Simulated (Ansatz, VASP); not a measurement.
# BeTe: VASP beside Ansatz

```
Be Te
1.0
     0.00000    2.68690    2.72845
     2.68690    0.00000    2.72845
     2.68690    2.68690    0.00000
Be Te
1 1
Direct
  0.00000 0.00000 0.00000
  0.75000 0.75000 0.75000
```

Change from the starting cell: strain -0.030 along x and y, -0.015 along z, atoms carried along.

Alike in both runs: task single point; functional PBE; k mesh 8 × 8 × 8; occupations gaussian, width 0.05 eV; no spin polarisation.

|  | VASP | Ansatz |
| --- | --- | --- |
| version | VASP 6.6.1 | Ansatz 0.2.0 |
| potentials or method | VASP PAW PBE potentials, release 64 (Be, Te), cutoff 520 eV | scalar-relativistic, plane waves, PAW |
| valence electrons in the cell | 8 | 18 |

VASP gave:

- gap on the k mesh at the Fermi level (eV): 1.56
- least direct gap on the mesh (eV): 3.44
- pressure (GPa): 10.9
- traceless stress, the component that is largest in VASP (GPa): -0.69

**Question.** Estimate Ansatz's values.

**Answer.** gap on the k mesh at the Fermi level (eV): 1.58; least direct gap on the mesh (eV): 3.46; pressure (GPa): 10.7; traceless stress, the component that is largest in VASP (GPa): -0.70.

VASP's potentials hold 8 valence electrons a cell and Ansatz's 18, so a difference there can come from the potentials and not from the codes.

Spin-orbit coupling is off throughout.
